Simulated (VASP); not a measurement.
# GaSb (m) (F-43m) in VASP: single point with PBE

Aim: the single point of GaSb (m) with PBE.

Program: VASP 6.6.1. These are calculated values, not measurements. Logs are shortened: lines on timing, memory, paths and dates and some standing lists are left out, and cuts for length are marked.

### 1 The cell of the first run

It takes space group F-43m (No. 216, cubic). The conventional cell has a = 6.214 Å, b = 6.214 Å, c = 6.214 Å, α = 90.00°, β = 90.00°, γ = 90.00°. Within 3.5 Å of Ga (site symmetry -43m) lie 4 Sb at 2.69 Å. Within 3.5 Å of Sb (site symmetry -43m) lie 4 Ga at 2.69 Å.

### 2 Single point, PBE

File INCAR:

```
SYSTEM = GaSb
ALGO = Normal
EDIFF = 1E-6
ENCUT = 500
GGA = PE
GGA_COMPAT = .False.
ISIF = 2
ISMEAR = 0
LASPH = .True.
LCHARG = .False.
LREAL = .False.
LWAVE = .False.
NBANDS = 16
NELM = 120
PREC = Accurate
SIGMA = 0.1
```

File KPOINTS:

```
k-points
0
Gamma
  12 12 12
  0 0 0
```

File POSCAR:

```
GaSb
1.0
    0.0000000000      3.1070294942      3.1070294942
    3.1070294942      0.0000000000      3.1070294942
    3.1070294942      3.1070294942      0.0000000000
Ga Sb
1 1
Direct
    0.0000000000      0.0000000000      0.0000000000
    0.2500000000      0.2500000000      0.2500000000
```

Potentials or basis: VASP PAW PBE potentials, release 64 (Ga_d, Sb).

Run with:

```
cat potpaw_PBE.64/Ga_d/POTCAR potpaw_PBE.64/Sb/POTCAR > POTCAR
mpirun -np 1 vasp_std > vasp.out
```

OUTCAR:

```text
SYSTEM = GaSb
   EDIFF = 1E-6
   ENCUT = 500
   GGA = PE
   ISIF = 2
   ISMEAR = 0
   LASPH = .True.
   LREAL = .False.
   NELM = 120
   PREC = Accurate

 ion  position               nearest neighbor table
   1  0.000  0.000  0.000-   2 2.69   2 2.69   2 2.69   2 2.69
   2  0.250  0.250  0.250-   1 2.69   1 2.69   1 2.69   1 2.69

  LATTYP: Found a face centered cubic cell.
 ALAT       =     6.2140589884

  Lattice vectors:

 A1 = (   0.0000000000,   3.1070294942,   3.1070294942)
 A2 = (   3.1070294942,   0.0000000000,   3.1070294942)
 A3 = (   3.1070294942,   3.1070294942,   0.0000000000)

Analysis of symmetry for initial positions (statically):
=====================================================================
 Subroutine PRICEL returns:
 Original cell was already a primitive cell.

 Routine SETGRP: Setting up the symmetry group for a
 face centered cubic supercell.

 Subroutine GETGRP returns: Found 24 space group operations
 (whereof 24 operations were pure point group operations)
 out of a pool of 48 trial point group operations.

The static configuration has the point symmetry T_d .

Analysis of symmetry for dynamics (positions and initial velocities):
=====================================================================
 Subroutine PRICEL returns:
 Original cell was already a primitive cell.

 Routine SETGRP: Setting up the symmetry group for a
 face centered cubic supercell.

 Subroutine GETGRP returns: Found 24 space group operations
 (whereof 24 operations were pure point group operations)
 out of a pool of 48 trial point group operations.

The dynamic configuration has the point symmetry T_d .

 Subroutine INISYM returns: Found 24 space group operations
 (whereof 24 operations are pure point group operations),
 and found     1 'primitive' translations

----------------------------------------------------------------------------------------

                                     Primitive cell

  volume of cell :      59.9882

  direct lattice vectors                    reciprocal lattice vectors
     0.000000000  3.107029494  3.107029494    -0.160925412  0.160925412  0.160925412
     3.107029494  0.000000000  3.107029494     0.160925412 -0.160925412  0.160925412
     3.107029494  3.107029494  0.000000000     0.160925412  0.160925412 -0.160925412

  length of vectors
     4.394003249  4.394003249  4.394003249     0.278730989  0.278730989  0.278730989

  position of ions in fractional coordinates (direct lattice)
     0.000000000  0.000000000  0.000000000
     0.250000000  0.250000000  0.250000000

  ion indices of the primitive-cell ions
   primitive index   ion index
                 1           1
                 2           2

----------------------------------------------------------------------------------------

 KPOINTS: k-points

Automatic generation of k-mesh.
 Grid dimensions read from file:
 generate k-points for:   12   12   12

 Generating k-lattice:

  Cartesian coordinates                     Fractional coordinates (reciprocal lattice)
    -0.013410451  0.013410451  0.013410451     0.083333333  0.000000000  0.000000000
     0.013410451 -0.013410451  0.013410451     0.000000000  0.083333333  0.000000000
     0.013410451  0.013410451 -0.013410451     0.000000000  0.000000000  0.083333333

  Length of vectors
     0.023227582  0.023227582  0.023227582

  Shift w.r.t. Gamma in fractional coordinates (k-lattice)
     0.000000000  0.000000000  0.000000000

 Subroutine IBZKPT returns following result:
 ===========================================

 Found     72 irreducible k-points:

 Following reciprocal coordinates:
            Coordinates               Weight
  0.000000  0.000000  0.000000      1.000000
  0.083333  0.000000  0.000000      8.000000
  0.166667  0.000000  0.000000      8.000000
  0.250000  0.000000  0.000000      8.000000
  0.333333  0.000000  0.000000      8.000000
  0.416667  0.000000  0.000000      8.000000
[... 16 lines left out ...]
  0.500000  0.166667  0.000000     24.000000
 -0.416667  0.166667  0.000000     24.000000
 [... further k-points ...]
   k-points           NKPTS =     72   k-points in BZ     NKDIM =     72   number of bands    NBANDS=     16
   number of dos      NEDOS =    301   number of ions     NIONS =      2
   total plane-waves  NPLWV =  32768
   dimension x,y,z NGX =    32 NGY =   32 NGZ =   32
   dimension x,y,z NGXF=    64 NGYF=   64 NGZF=   64
   ions per type =               1   1
   NGX,Y,Z   is equivalent  to a cutoff of  12.11, 12.11, 12.11 a.u.
   NGXF,Y,Z  is equivalent  to a cutoff of  24.21, 24.21, 24.21 a.u.
 SYSTEM =  GaSb
   PREC   = accura    normal or accurate (medium, high low for compatibility)
   ISTART =      0    job   : 0-new  1-cont  2-samecut
   ICHARG =      2    charge: 1-file 2-atom 10-const
   ISPIN  =      1    spin polarized calculation?
   LNONCOLLINEAR =      F non collinear calculations
   LSORBIT =      F    spin-orbit coupling
   LASPH  =      T    aspherical Exc in radial PAW
   ENCUT  =  500.0 eV  36.75 Ry    6.06 a.u.   8.01  8.01  8.01*2*pi/ulx,y,z
   NELM   =    120;   NELMIN=  2; NELMDL= -5     # of ELM steps
   EDIFF  = 0.1E-05   stopping-criterion for ELM
   LREAL  =      F    real-space projection
   EDIFFG = 0.1E-04   stopping-criterion for IOM
   NSW    =      0    number of steps for IOM
   IBRION =     -1    ionic relax: 0-MD 1-quasi-New 2-CG
   NFREE  =      0    steps in history (QN), initial steepest desc. (CG)
   ISIF   =      2    stress and relaxation
   ISYM   =      2    0-nonsym 1-usesym 2-fastsym
   POTIM  = 0.5000    time-step for ionic-motion
   TEBEG  =    0.0;   TEEND  =   0.0 temperature during run
   PSTRESS=    0.0 pullay stress
   NELECT =      18.0000    total number of electrons
   NUPDOWN=      -1.0000    fix difference up-down
   EMIN   =  10.00;   EMAX   =-10.00  energy-range for DOS
   EFERMI =   0.00;   METHOD = LEGACY
   ISMEAR =     0;   SIGMA  =   0.10  broadening in eV -4-tet -1-fermi 0-gaus
   EFERMI_NEDOS =   21; number of points for ismear=-14 and -15
   IALGO  =     38    algorithm
   IMIX   =      4    mixing-type and parameters
     AMIX     =   0.40;   BMIX     =  1.00
     AMIX_MAG =   1.60;   BMIX_MAG =  1.00
  volume/ion in A,a.u.               =      29.99       202.41
  Fermi-wavevector in a.u.,A,eV,Ry     =   1.095999  2.071138 16.343516  1.201215
  Thomas-Fermi vector in A             =   2.232333
   LORBIT       =      0    0 simple, 1 ext, 2 COOP (PROOUT), +10 PAW based schemes
   GGA     = PE    functional components
   LHFCALC =     F    Hartree Fock is set to
   AEXX    =    0.0000 exact exchange contribution
   IVDW    =     0    specifies the selected vdW correction
   LEPSILON=     F    determine dielectric tensor
   LRPA    =     F    only Hartree local field effects (RPA)
 non-spin polarized calculation
 Gauss-broadening in eV      SIGMA  =   0.10
  energy-cutoff  :      500.00
  volume of cell :       59.99
 maximum number of plane-waves:      1546
   NGX = 17   NGY = 17   NGZ = 17

 number of electron      18.0000015 magnetization

 Free energy of the ion-electron system (eV)
  ---------------------------------------------------
  ext. energy  EPLUGINS =         0.00000000
  ---------------------------------------------------
  free energy    TOTEN  =        -7.37301405 eV

  energy without entropy =       -7.37287721  energy(sigma->0) =       -7.37294563

 E-fermi :   4.4526     XC(G=0):  -8.8869

 val. band max:        4.4031417712   @ k =   0.0000   0.0000   0.0000
 cond. band min:       4.7136000508   @ k =   0.5000   0.0000   0.0000
 fundamental gap:      0.3104582796
 Fermi energy:         4.4526455379

 k-point     1 :       0.0000    0.0000    0.0000
  band No.  band energies     occupation
      1     -10.5444      2.00000
      2     -10.5444      2.00000
      3     -10.5444      2.00000
      4     -10.5015      2.00000
      5     -10.5015      2.00000
      6      -6.7579      2.00000
[... 8 lines left out ...]
     15      12.9066      0.00000
     16      12.9066      0.00000

 k-point     2 :       0.0833    0.0000    0.0000
  band No.  band energies     occupation
      1     -10.5459      2.00000
      2     -10.5437      2.00000
      3     -10.5437      2.00000
      4     -10.5015      2.00000
      5     -10.5015      2.00000
      6      -6.6905      2.00000
[... 8 lines left out ...]
     15      12.4308      0.00000
     16      12.4308      0.00000

 k-point     3 :       0.1667    0.0000    0.0000
  band No.  band energies     occupation
      1     -10.5501      2.00000
      2     -10.5418      2.00000
      3     -10.5418      2.00000
      4     -10.5017      2.00000
      5     -10.5017      2.00000
      6      -6.4925      2.00000
[... 8 lines left out ...]
     15      11.9771      0.00000
     16      11.9771      0.00000

 k-point     4 :       0.2500    0.0000    0.0000
  band No.  band energies     occupation
      1     -10.5558      2.00000
      2     -10.5395      2.00000
      3     -10.5395      2.00000
      4     -10.5017      2.00000
      5     -10.5017      2.00000
      6      -6.1796      2.00000
[... 8 lines left out ...]
     15      11.9488      0.00000
     16      11.9488      0.00000
[... 324 lines left out ...]
 k-point    22 :       0.4167    0.1667    0.0000
  band No.  band energies     occupation
      1     -10.5677      2.00000
      2     -10.5341      2.00000
      3     -10.5328      2.00000
      4     -10.5045      2.00000
      5     -10.5001      2.00000
      6      -5.4398      2.00000
[... 8 lines left out ...]
     15      13.3419      0.00000
     16      14.1331      0.00000

 k-point    23 :       0.5000    0.1667    0.0000
  band No.  band energies     occupation
      1     -10.5697      2.00000
      2     -10.5334      2.00000
      3     -10.5322      2.00000
      4     -10.5037      2.00000
      5     -10.5006      2.00000
      6      -5.1225      2.00000
[... 8 lines left out ...]
     15      13.9602      0.00000
     16      14.1849      0.00000

 k-point    24 :      -0.4167    0.1667    0.0000
  band No.  band energies     occupation
      1     -10.5696      2.00000
      2     -10.5334      2.00000
      3     -10.5327      2.00000
      4     -10.5027      2.00000
      5     -10.5014      2.00000
      6      -5.0711      2.00000
[... 8 lines left out ...]
     15      12.9868      0.00000
     16      13.4313      0.00000

 [... further k-points ...]
[... 5 lines left out ...]
  --------------------------------------------------------------------------------------
  -------------------------------------------------------------------------------------
  Total        0.0232569      0.0232569      0.0232569     -0.0000000      0.0000000      0.0000000
  in kB        0.6211506      0.6211506      0.6211506     -0.0000000      0.0000000      0.0000000
  external PRESSURE =       0.6211506 kB  Pullay stress =       0.0000000 kB

 VOLUME and BASIS-vectors are now :
 -----------------------------------------------------------------------------
  energy-cutoff  :      500.00
  volume of cell :       59.99
      direct lattice vectors                 reciprocal lattice vectors
     0.000000000  3.107029494  3.107029494    -0.160925412  0.160925412  0.160925412
     3.107029494  0.000000000  3.107029494     0.160925412 -0.160925412  0.160925412
     3.107029494  3.107029494  0.000000000     0.160925412  0.160925412 -0.160925412

 POSITION                                       TOTAL-FORCE (eV/Angst)
 -----------------------------------------------------------------------------------
      0.00000      0.00000      0.00000        -0.000000     -0.000000     -0.000000
      1.55351      1.55351      1.55351         0.000000      0.000000      0.000000
 -----------------------------------------------------------------------------------
    total drift:                                0.000001      0.000001      0.000001

  FREE ENERGIE OF THE ION-ELECTRON SYSTEM (eV)
  ---------------------------------------------------
  free  energy   TOTEN  =        -7.3730140536 eV

  energy  without entropy=       -7.3728772059  energy(sigma->0) =       -7.37294563
```

Wall time 22 s (1 thread of Intel Xeon Platinum 8488C (Sapphire Rapids), shared host); peak memory 0.22 GiB.

What came out:

- Free energy: -7.3730 eV
- Pressure: 0.1 GPa
- Band gap on the k mesh: zero (filled and empty bands touch)

Caveat: spin-orbit coupling is left out, which moves the levels of the heavy elements.
